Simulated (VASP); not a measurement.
# Os (P6_3/mmc) in VASP: notebook

The runs below take Os through electric field gradients, with PBEsol.

Program: VASP 6.6.1. These are calculated values, not measurements. Logs are shortened: lines on timing, memory, paths and dates and some standing lists are left out, and cuts for length are marked.

## (1) The cell of the first run

It takes space group P6_3/mmc (No. 194, hexagonal). Conventional cell: a = 2.788 Å, b = 2.788 Å, c = 4.404 Å, α = 90.00°, β = 90.00°, γ = 120.00°. Os (site symmetry -6m2) has 12 Os at 2.73 to 2.79 Å within 3.6 Å.

## (2) Electric field gradients, PBEsol (volume scaled by 1.06)

File INCAR:

```
SYSTEM = Os
ALGO = Normal
EDIFF = 1E-8
ENCUT = 520
GGA = PS
ISIF = 2
ISMEAR = -1
LASPH = .True.
LCHARG = .False.
LEFG = .True.
LREAL = .False.
LWAVE = .False.
NBANDS = 15
NELM = 100
PREC = Accurate
SIGMA = 0.08
```

File KPOINTS:

```
k-points
0
Gamma
  17 17 10
  0 0 0
```

File POSCAR:

```
Os
1.0
    2.7877233928      0.0000000000      0.0000000000
   -1.3938616964      2.4142392769      0.0000000000
    0.0000000000      0.0000000000      4.4044215090
Os
2
Direct
    0.3333333333      0.6666666667      0.2500000000
    0.6666666667      0.3333333333      0.7500000000
```

Potentials or basis: VASP PAW PBE potentials, release 64 (Os).

Command:

```sh
> cat potpaw_PBE.64/Os/POTCAR > POTCAR
> mpirun -np 1 vasp_std > vasp.out
```

OUTCAR:

```text
SYSTEM = Os
   EDIFF = 1E-8
   ENCUT = 520
   GGA = PS
   ISIF = 2
   ISMEAR = -1
   LASPH = .True.
   LREAL = .False.
   NELM = 100
   PREC = Accurate

 ion  position               nearest neighbor table
   1  0.333  0.667  0.250-   2 2.73   2 2.73   2 2.73   2 2.73   2 2.73   2 2.73
   2  0.667  0.333  0.750-   1 2.73   1 2.73   1 2.73   1 2.73   1 2.73   1 2.73

  LATTYP: Found a hexagonal cell.
 ALAT       =     2.7877233928
 C/A-ratio  =     1.5799349105

  Lattice vectors:

 A1 = (   2.7877233928,   0.0000000000,   0.0000000000)
 A2 = (  -1.3938616964,   2.4142392769,   0.0000000000)
 A3 = (   0.0000000000,   0.0000000000,   4.4044215090)

Analysis of symmetry for initial positions (statically):
=====================================================================
 Subroutine PRICEL returns:
 Original cell was already a primitive cell.

 Routine SETGRP: Setting up the symmetry group for a
 hexagonal supercell.

 Subroutine GETGRP returns: Found 24 space group operations
 (whereof 12 operations were pure point group operations)
 out of a pool of 24 trial point group operations.

The static configuration has the point symmetry D_3d.
 The point group associated with its full space group is D_6h.

Analysis of symmetry for dynamics (positions and initial velocities):
=====================================================================
 Subroutine PRICEL returns:
 Original cell was already a primitive cell.

 Routine SETGRP: Setting up the symmetry group for a
 hexagonal supercell.

 Subroutine GETGRP returns: Found 24 space group operations
 (whereof 12 operations were pure point group operations)
 out of a pool of 24 trial point group operations.

The dynamic configuration has the point symmetry D_3d.
 The point group associated with its full space group is D_6h.

 Subroutine INISYM returns: Found 24 space group operations
 (whereof 12 operations are pure point group operations),
 and found     1 'primitive' translations

----------------------------------------------------------------------------------------

                                     Primitive cell

  volume of cell :      29.6428

  direct lattice vectors                    reciprocal lattice vectors
     2.787723393  0.000000000  0.000000000     0.358715647  0.207104575  0.000000000
    -1.393861696  2.414239277  0.000000000     0.000000000  0.414209151  0.000000000
     0.000000000  0.000000000  4.404421509     0.000000000  0.000000000  0.227044573

  length of vectors
     2.787723393  2.787723393  4.404421509     0.414209151  0.414209151  0.227044573

  position of ions in fractional coordinates (direct lattice)
     0.333333333  0.666666667  0.250000000
     0.666666667  0.333333333  0.750000000

  ion indices of the primitive-cell ions
   primitive index   ion index
                 1           1
                 2           2

----------------------------------------------------------------------------------------

 KPOINTS: k-points

Automatic generation of k-mesh.
 Grid dimensions read from file:
 generate k-points for:   17   17   10

 Generating k-lattice:

  Cartesian coordinates                     Fractional coordinates (reciprocal lattice)
     0.021100920  0.012182622  0.000000000     0.058823529  0.000000000  0.000000000
     0.000000000  0.024365244  0.000000000     0.000000000  0.058823529  0.000000000
     0.000000000  0.000000000  0.022704457     0.000000000  0.000000000  0.100000000

  Length of vectors
     0.024365244  0.024365244  0.022704457

  Shift w.r.t. Gamma in fractional coordinates (k-lattice)
     0.000000000  0.000000000  0.000000000

 Subroutine IBZKPT returns following result:
 ===========================================

 Found    198 irreducible k-points:

 Following reciprocal coordinates:
            Coordinates               Weight
  0.000000  0.000000  0.000000      1.000000
  0.058824  0.000000  0.000000      6.000000
  0.117647  0.000000  0.000000      6.000000
  0.176471  0.000000  0.000000      6.000000
  0.235294  0.000000  0.000000      6.000000
  0.294118  0.000000  0.000000      6.000000
[... 16 lines left out ...]
  0.411765  0.117647  0.000000     12.000000
  0.176471  0.176471  0.000000      6.000000
 [... further k-points ...]
   k-points           NKPTS =    198   k-points in BZ     NKDIM =    198   number of bands    NBANDS=     15
   number of dos      NEDOS =    301   number of ions     NIONS =      2
   total plane-waves  NPLWV =  20736
   dimension x,y,z NGX =    24 NGY =   24 NGZ =   36
   dimension x,y,z NGXF=    48 NGYF=   48 NGZF=   72
   ions per type =               2
   NGX,Y,Z   is equivalent  to a cutoff of  14.31, 14.31, 13.59 a.u.
   NGXF,Y,Z  is equivalent  to a cutoff of  28.62, 28.62, 27.18 a.u.
 SYSTEM =  Os
   PREC   = accura    normal or accurate (medium, high low for compatibility)
   ISTART =      0    job   : 0-new  1-cont  2-samecut
   ICHARG =      2    charge: 1-file 2-atom 10-const
   ISPIN  =      1    spin polarized calculation?
   LNONCOLLINEAR =      F non collinear calculations
   LSORBIT =      F    spin-orbit coupling
   LASPH  =      T    aspherical Exc in radial PAW
   ENCUT  =  520.0 eV  38.22 Ry    6.18 a.u.   5.18  5.18  8.19*2*pi/ulx,y,z
   NELM   =    100;   NELMIN=  2; NELMDL= -5     # of ELM steps
   EDIFF  = 0.1E-07   stopping-criterion for ELM
   LREAL  =      F    real-space projection
   EDIFFG = 0.1E-06   stopping-criterion for IOM
   NSW    =      0    number of steps for IOM
   IBRION =     -1    ionic relax: 0-MD 1-quasi-New 2-CG
   NFREE  =      0    steps in history (QN), initial steepest desc. (CG)
   ISIF   =      2    stress and relaxation
   ISYM   =      2    0-nonsym 1-usesym 2-fastsym
   POTIM  = 0.5000    time-step for ionic-motion
   TEBEG  =    0.0;   TEEND  =   0.0 temperature during run
   PSTRESS=    0.0 pullay stress
   NELECT =      16.0000    total number of electrons
   NUPDOWN=      -1.0000    fix difference up-down
   EMIN   =  10.00;   EMAX   =-10.00  energy-range for DOS
   EFERMI =   0.00;   METHOD = LEGACY
   ISMEAR =    -1;   SIGMA  =   0.08  broadening in eV -4-tet -1-fermi 0-gaus
   EFERMI_NEDOS =   21; number of points for ismear=-14 and -15
   IALGO  =     38    algorithm
   IMIX   =      4    mixing-type and parameters
     AMIX     =   0.40;   BMIX     =  1.00
     AMIX_MAG =   1.60;   BMIX_MAG =  1.00
  volume/ion in A,a.u.               =      14.82       100.02
  Fermi-wavevector in a.u.,A,eV,Ry     =   1.332934  2.518879 24.173636  1.776712
  Thomas-Fermi vector in A             =   2.461831
   LORBIT       =      0    0 simple, 1 ext, 2 COOP (PROOUT), +10 PAW based schemes
   GGA     = PS    functional components
   LHFCALC =     F    Hartree Fock is set to
   AEXX    =    0.0000 exact exchange contribution
   IVDW    =     0    specifies the selected vdW correction
   LEPSILON=     F    determine dielectric tensor
   LRPA    =     F    only Hartree local field effects (RPA)
 non-spin polarized calculation
  energy-cutoff  :      520.00
  volume of cell :       29.64
 maximum number of plane-waves:       811
 NGX is ok and might be reduce to    24
   NGX = 11   NGY = 11   NGZ = 17

 number of electron      15.9999998 magnetization

 Free energy of the ion-electron system (eV)
  ---------------------------------------------------
  ext. energy  EPLUGINS =         0.00000000
  ---------------------------------------------------
  free energy    TOTEN  =       -24.35235372 eV

  energy without entropy =      -24.32289587  energy(sigma->0) =      -24.33762479

 E-fermi :   8.4746     XC(G=0): -13.8261

 val. band max:        8.4614713589   @ k =   0.1176   0.1176   0.3000
 cond. band min:       8.4786035159   @ k =   0.1765   0.0588   0.3000
 fundamental gap:      0.0171321569
 Fermi energy:         8.4745848715

 k-point     1 :       0.0000    0.0000    0.0000
  band No.  band energies     occupation
      1      -2.0207      2.00000
      2       1.1625      2.00000
      3       5.6350      2.00000
      4       5.6350      2.00000
      5       5.8626      2.00000
      6       6.4017      2.00000
      7       6.4017      2.00000
      8       7.0046      2.00000
      9       7.0046      2.00000
     10       8.4543      1.12582
     11       9.9930      0.00000
     12       9.9930      0.00000
     13      16.8102      0.00000
     14      22.4938      0.00000
     15      25.1437      0.00000
[... 397 lines left out ...]
 k-point    24 :       0.1765    0.1765    0.0000
  band No.  band energies     occupation
      1       0.9329      2.00000
      2       3.0794      2.00000
      3       3.6652      2.00000
      4       3.6708      2.00000
      5       5.2925      2.00000
      6       5.7150      2.00000
      7       6.6568      2.00000
      8       7.6633      1.99992
      9       8.6970      0.11687
     10       9.5260      0.00000
     11      10.5185      0.00000
     12      16.3753      0.00000
     13      17.0799      0.00000
     14      20.5824      0.00000
     15      21.1479      0.00000

 [... further k-points ...]
[... 5 lines left out ...]
  --------------------------------------------------------------------------------------
  -------------------------------------------------------------------------------------
  Total       -4.3240152     -4.3240152     -4.7157597      0.0000000     -0.0000000     -0.0000000
  in kB     -233.7108769   -233.7108769   -254.8844729      0.0000000     -0.0000000     -0.0000000
  external PRESSURE =    -240.7687422 kB  Pullay stress =       0.0000000 kB

 VOLUME and BASIS-vectors are now :
 -----------------------------------------------------------------------------
  energy-cutoff  :      520.00
  volume of cell :       29.64
      direct lattice vectors                 reciprocal lattice vectors
     2.787723393  0.000000000  0.000000000     0.358715647  0.207104575  0.000000000
    -1.393861696  2.414239277  0.000000000     0.000000000  0.414209151  0.000000000
     0.000000000  0.000000000  4.404421509     0.000000000  0.000000000  0.227044573

 POSITION                                       TOTAL-FORCE (eV/Angst)
 -----------------------------------------------------------------------------------
     -0.00000      1.60949      1.10111        -0.000000      0.000000      0.000000
      1.39386      0.80475      3.30332         0.000000     -0.000000      0.000000
 -----------------------------------------------------------------------------------
    total drift:                               -0.000000      0.000000     -0.000000

  FREE ENERGIE OF THE ION-ELECTRON SYSTEM (eV)
  ---------------------------------------------------
  free  energy   TOTEN  =       -24.3523537171 eV

  energy  without entropy=      -24.3228958705  energy(sigma->0) =      -24.33762479

 Electric field gradients (V/A^2)
---------------------------------------------------------------------
 ion       V_xx      V_yy      V_zz      V_xy      V_xz      V_yz
---------------------------------------------------------------------
   1      36.143    36.143   -72.286    -0.000     0.000    -0.000
   2      36.143    36.143   -72.286    -0.000    -0.000     0.000
---------------------------------------------------------------------

 Electric field gradients after diagonalization (V/A^2)
 (convention: |V_zz| > |V_xx| > |V_yy|)
----------------------------------------------------------------------
 ion       V_xx      V_yy      V_zz     asymmetry (V_yy - V_xx)/ V_zz
----------------------------------------------------------------------
   1      36.143    36.143   -72.286       0.000
   2      36.143    36.143   -72.286       0.000
----------------------------------------------------------------------

           NMR quadrupolar parameters

 Cq : quadrupolar parameter    Cq=e*Q*V_zz/h
 eta: asymmetry parameters     (V_yy - V_xx)/ V_zz
 Q  : nuclear electric quadrupole moment in mb (millibarn)
----------------------------------------------------------------------
 ion       Cq(MHz)       eta       Q (mb)
----------------------------------------------------------------------
   1      -0.175       0.000       1.000
   2      -0.175       0.000       1.000
----------------------------------------------------------------------
```

Run time: 37 s. Hardware: 1 thread of Intel Xeon 6975P-C (Granite Rapids), shared host; peak memory 0.2 GiB.

What came out:

```yaml
Free_energy: -24.3524 eV
Pressure: -24.1 GPa
Band_gap_on_the_k_mesh: zero (band 8 reaches 10.31 eV, above the bottom of band 9 at 6.74 eV)
```

Levels at points of the mesh, in eV from the Fermi level:
```tsv
k point	band 6	band 7	band 8	band 9	band 10	band 11
(0.00, 0.00, 0.00)	-2.07	-2.07	-1.47	-1.47	-0.02	1.52
(0.00, 0.00, 0.50)	-3.02	-3.02	-3.02	0.77	0.77	0.77
```

Electric field gradients, principal values (V/Å²):
| atom | least | middle | greatest (by size) |
| --- | --- | --- | --- |
| 1 Os | 36.143 | 36.143 | -72.286 |
| 2 Os | 36.143 | 36.143 | -72.286 |

Caveat: without QUAD_EFG the Cq values of the log hold for a quadrupole moment of 1 mb, not for the nuclei; the PAW data sets were made with another functional, which shifts forces and pressure a little; spin-orbit coupling is left out, which moves the levels of the heavy elements.

(Continued in part 2 of 2.)
